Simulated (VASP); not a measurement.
# B2Ru3 (P6_3/mmc) in VASP: relaxation of cell and atoms with PBE

Aim: the relaxation of cell and atoms of B2Ru3 with PBE.

All numbers are computed with VASP 6.6.1; they aren't measurements. Logs are shortened: lines on timing, memory, paths and dates and some standing lists are left out, and cuts for length are marked.

### 1 The cell of the first run

The structure is hexagonal, space group P6_3/mmc (No. 194). Conventional cell: a = 2.855 Å, b = 2.855 Å, c = 15.544 Å, α = 90.00°, β = 90.00°, γ = 120.00°. Within 2.9 Å of B (site symmetry 3m) lie 6 Ru at 2.15 to 2.19 Å and 7 B at 2.86 to 2.89 Å. Within 2.9 Å of Ru (site symmetry 3m) lie 3 B at 2.15 Å and 10 Ru at 2.68 to 2.86 Å. Ru (site symmetry -6m2) has 6 B at 2.19 Å and 8 Ru at 2.83 to 2.86 Å within 2.9 Å.

The cell was built from a structure type or drawn by symmetry, and may not be a known phase.

### 2 Relaxation of cell and atoms, PBE

INCAR reads:

```
  PREC = Accurate
  ENCUT = 600
  EDIFF = 1E-7
  ISMEAR = 0
  SIGMA = 0.1
  LREAL = False
  LASPH = True
  NELM = 80
  ALGO = Fast
  ISIF = 3
  LWAVE = False
  LCHARG = False
  GGA = PE
  IBRION = 2
  NSW = 100
  EDIFFG = -0.01
```

KPOINTS reads:

```
regular mesh
0
Gamma
  12 12 2
```

POSCAR reads:

```
B2Ru3
1.0
    2.8553794499      0.0000000000      0.0000000000
   -1.4276897250      2.4728311411      0.0000000000
    0.0000000000      0.0000000000     15.5443929999
B Ru
4 6
Direct
    0.3333333333      0.6666666667      0.1569091448
    0.6666666667      0.3333333333      0.6569091448
    0.3333333333      0.6666666667      0.3430908552
    0.6666666667      0.3333333333      0.8430908552
    0.3333333333      0.6666666667      0.9318881028
    0.6666666667      0.3333333333      0.4318881028
    0.3333333333      0.6666666667      0.5681118972
    0.6666666667      0.3333333333      0.0681118972
    0.3333333333      0.6666666667      0.7500000000
    0.6666666667      0.3333333333      0.2500000000
```

Potentials or basis: VASP PAW PBE potentials, release 64 (B, Ru_pv).

Run with:

```console
$ cat potpaw_PBE.64/B/POTCAR potpaw_PBE.64/Ru_pv/POTCAR > POTCAR
$ mpirun -np 1 vasp_std > vasp.out
```

OUTCAR:

```text
PREC = Accurate
   ENCUT = 600
   EDIFF = 1E-7
   ISMEAR = 0
   LREAL = False
   LASPH = True
   NELM = 80
   ISIF = 3
   GGA = PE
   IBRION = 2
   NSW = 100
   EDIFFG = -0.01

 ion  position               nearest neighbor table
   1  0.333  0.667  0.157-   8 2.15   8 2.15   8 2.15  10 2.19  10 2.19  10 2.19
   2  0.667  0.333  0.657-   7 2.15   7 2.15   7 2.15   9 2.19   9 2.19   9 2.19
   3  0.333  0.667  0.343-   6 2.15   6 2.15   6 2.15  10 2.19  10 2.19  10 2.19
   4  0.667  0.333  0.843-   5 2.15   5 2.15   5 2.15   9 2.19   9 2.19   9 2.19
   5  0.333  0.667  0.932-   4 2.15   4 2.15   4 2.15   8 2.68   8 2.68   8 2.68   9 2.83
   6  0.667  0.333  0.432-   3 2.15   3 2.15   3 2.15   7 2.68   7 2.68   7 2.68  10 2.83
   7  0.333  0.667  0.568-   2 2.15   2 2.15   2 2.15   6 2.68   6 2.68   6 2.68   9 2.83
   8  0.667  0.333  0.068-   1 2.15   1 2.15   1 2.15   5 2.68   5 2.68   5 2.68  10 2.83
   9  0.333  0.667  0.750-   2 2.19   4 2.19   2 2.19   4 2.19   2 2.19   4 2.19   5 2.83   7 2.83

  10  0.667  0.333  0.250-   1 2.19   3 2.19   1 2.19   3 2.19   1 2.19   3 2.19   6 2.83   8 2.83

  LATTYP: Found a hexagonal cell.
 ALAT       =     2.8553794499
 C/A-ratio  =     5.4438974829

  Lattice vectors:

 A1 = (   2.8553794499,   0.0000000000,   0.0000000000)
 A2 = (  -1.4276897250,   2.4728311411,   0.0000000000)
 A3 = (   0.0000000000,   0.0000000000,  15.5443929999)

Analysis of symmetry for initial positions (statically):
=====================================================================
 Subroutine PRICEL returns:
 Original cell was already a primitive cell.

 Routine SETGRP: Setting up the symmetry group for a
 hexagonal supercell.

 Subroutine GETGRP returns: Found 24 space group operations
 (whereof 12 operations were pure point group operations)
 out of a pool of 24 trial point group operations.

The static configuration has the point symmetry D_3d.
 The point group associated with its full space group is D_6h.

Analysis of symmetry for dynamics (positions and initial velocities):
=====================================================================
 Subroutine PRICEL returns:
 Original cell was already a primitive cell.

 Routine SETGRP: Setting up the symmetry group for a
 hexagonal supercell.

 Subroutine GETGRP returns: Found 24 space group operations
 (whereof 12 operations were pure point group operations)
 out of a pool of 24 trial point group operations.

The dynamic configuration has the point symmetry D_3d.
 The point group associated with its full space group is D_6h.

[... 124 lines left out ...]
   PSTRESS=    0.0 pullay stress
   NELECT =      96.0000    total number of electrons
   NUPDOWN=      -1.0000    fix difference up-down
   EMIN   =  10.00;   EMAX   =-10.00  energy-range for DOS
   EFERMI =   0.00;   METHOD = LEGACY
   ISMEAR =     0;   SIGMA  =   0.10  broadening in eV -4-tet -1-fermi 0-gaus
   EFERMI_NEDOS =   21; number of points for ismear=-14 and -15
   IALGO  =     68    algorithm
   IMIX   =      4    mixing-type and parameters
     AMIX     =   0.40;   BMIX     =  1.00
     AMIX_MAG =   1.60;   BMIX_MAG =  1.00
  volume/ion in A,a.u.               =      10.98        74.07
  Fermi-wavevector in a.u.,A,eV,Ry     =   1.565626  2.958603 33.350373  2.451183
  Thomas-Fermi vector in A             =   2.668074
   LORBIT       =      0    0 simple, 1 ext, 2 COOP (PROOUT), +10 PAW based schemes
   GGA     = PE    functional components
   LHFCALC =     F    Hartree Fock is set to
   AEXX    =    0.0000 exact exchange contribution
   IVDW    =     0    specifies the selected vdW correction
   LEPSILON=     F    determine dielectric tensor
   LRPA    =     F    only Hartree local field effects (RPA)
 conjugate gradient relaxation of ions
 non-spin polarized calculation
 RMM-DIIS sequential band-by-band and
 Gauss-broadening in eV      SIGMA  =   0.10
  energy-cutoff  :      600.00
  volume of cell :      109.76
 maximum number of plane-waves:      3687
 NGX is ok and might be reduce to    24
   NGX = 11   NGY = 11   NGZ = 63

--------------------------------------- Ionic step        1  -------------------------------------------

 number of electron      96.0000003 magnetization

 Free energy of the ion-electron system (eV)
  ---------------------------------------------------
  ext. energy  EPLUGINS =         0.00000000
  ---------------------------------------------------
  free energy    TOTEN  =       -84.50995236 eV

  energy without entropy =      -84.49121625  energy(sigma->0) =      -84.50058430

------------------------ aborting loop because EDIFF is reached ----------------------------------------

  FORCE on cell =-STRESS in cart. coord.  units (eV):
  Direction    XX          YY          ZZ          XY          YZ          ZX
  --------------------------------------------------------------------------------------
  -------------------------------------------------------------------------------------
  Total       -1.0974166     -1.0974166      0.8655450      0.0000000      0.0000000      0.0000000
  in kB      -16.0195401    -16.0195401     12.6347940      0.0000000      0.0000000      0.0000000
  external PRESSURE =      -6.4680954 kB  Pullay stress =       0.0000000 kB
[... 163 lines left out ...]
--------------------------------------- Ionic step        5  -------------------------------------------

 number of electron      96.0000003 magnetization

 Free energy of the ion-electron system (eV)
  ---------------------------------------------------
  ext. energy  EPLUGINS =         0.00000000
  ---------------------------------------------------
  free energy    TOTEN  =       -84.51843685 eV

  energy without entropy =      -84.49900926  energy(sigma->0) =      -84.50872306

 E-fermi :  11.3514     XC(G=0): -13.5714

 val. band max:       11.3194969960   @ k =   0.0833   0.0000   0.0000
 cond. band min:      11.3911419379   @ k =   0.1667   0.1667   0.0000
 fundamental gap:      0.0716449420
 Fermi energy:        11.3513648494

 k-point     1 :       0.0000    0.0000    0.0000
  band No.  band energies     occupation
      1     -32.2037      2.00000
      2     -32.1532      2.00000
      3     -31.9456      2.00000
      4     -31.8224      2.00000
      5     -31.6983      2.00000
      6     -31.6252      2.00000
[... 1429 lines left out ...]
     56      14.0855      0.00000
     57      15.5784      0.00000

 [... further k-points ...]

------------------------ aborting loop because EDIFF is reached ----------------------------------------

  FORCE on cell =-STRESS in cart. coord.  units (eV):
  Direction    XX          YY          ZZ          XY          YZ          ZX
  --------------------------------------------------------------------------------------
  -------------------------------------------------------------------------------------
  Total       -0.0071773     -0.0071773      0.0055147      0.0000000      0.0000000      0.0000000
  in kB       -0.1050345     -0.1050345      0.0807042      0.0000000      0.0000000      0.0000000
  external PRESSURE =      -0.0431216 kB  Pullay stress =       0.0000000 kB
[... 25 lines left out ...]
  FREE ENERGIE OF THE ION-ELECTRON SYSTEM (eV)
  ---------------------------------------------------
  free  energy   TOTEN  =       -84.5184368542 eV

  energy  without entropy=      -84.4990092585  energy(sigma->0) =      -84.50872306

 reached required accuracy - stopping structural energy minimisation
```

OSZICAR:

```text
N       E                     dE             d eps       ncg     rms          rms(c)
DAV:   1     0.122051720084E+04    0.12205E+04   -0.61136E+04  4396   0.201E+03
DAV:   2    -0.325499260935E+02   -0.12531E+04   -0.12163E+04  4520   0.584E+02
DAV:   3    -0.939131062573E+02   -0.61363E+02   -0.59475E+02  5532   0.118E+02
[... 67 lines left out ...]
RMM:   8    -0.845184357763E+02   -0.21651E-05   -0.39406E-05  4870   0.227E-02    0.112E-02
RMM:   9    -0.845184366611E+02   -0.88487E-06   -0.80397E-06  5224   0.103E-02    0.177E-02
RMM:  10    -0.845184371883E+02   -0.52715E-06   -0.92804E-07  4058   0.508E-03    0.103E-02
RMM:  11    -0.845184369068E+02    0.28148E-06   -0.37177E-07  2983   0.276E-03    0.747E-03
RMM:  12    -0.845184368542E+02    0.52651E-07   -0.80745E-08  2462   0.145E-03
   5 F= -.84518437E+02 E0= -.84508723E+02  d E =-.823152E-03
```

Run time: 12 min. Hardware: 1 thread of Intel Xeon 6975P-C (Granite Rapids), shared host; peak memory 0.41 GiB.

What came out:

```
Free energy                           : -84.5184 eV
Relaxed volume                        : 10.95 Å³/atom
Relaxed cell                          : a = 2.845 Å, b = 2.845 Å, c = 15.621 Å, α = 90.00°, β = 90.00°, γ = 120.00°
Space group after relaxing (to 0.1 Å) : P6_3/mmc (No. 194)
Energy gained by relaxing             : 0.8 meV/atom
Ionic steps                           : 5
Pressure after relaxing               : 0.0 GPa
Largest force after relaxing          : 0.005 eV/Å
Band gap on the k mesh                : zero (bands 48 and 49 overlap by 2.45 eV)
```

Forces on the atoms (eV/Å):
```
B    0.000  0.000  0.005
B    0.000  0.000  0.005
B    0.000  0.000 -0.005
B    0.000  0.000 -0.005
Ru   0.000  0.000 -0.003
Ru   0.000  0.000 -0.003
Ru   0.000  0.000  0.003
Ru   0.000  0.000  0.003
Ru   0.000  0.000  0.000
Ru   0.000  0.000  0.000
```

Step by step:
```csv
step,energy change (eV),largest force (eV/Å),pressure (GPa),volume (Å³)
1,0.0000,0.1524,-0.65,109.76
2,-0.0067,0.0491,1.24,109.05
3,-0.0077,0.0046,0.72,109.24
4,-0.0068,0.0078,-1.01,109.84
5,-0.0085,0.0049,0.00,109.48
```

Final structure:
```
CELL_PARAMETERS angstrom
2.84476 0.00000 0.00000
-1.42238 2.46363 0.00000
0.00000 0.00000 15.62133
ATOMIC_POSITIONS crystal
B 0.33333 0.66667 0.15675
B 0.66667 0.33333 0.65675
B 0.33333 0.66667 0.34325
B 0.66667 0.33333 0.84325
Ru 0.33333 0.66667 0.93149
Ru 0.66667 0.33333 0.43149
Ru 0.33333 0.66667 0.56851
Ru 0.66667 0.33333 0.06851
Ru 0.33333 0.66667 0.75000
Ru 0.66667 0.33333 0.25000
```
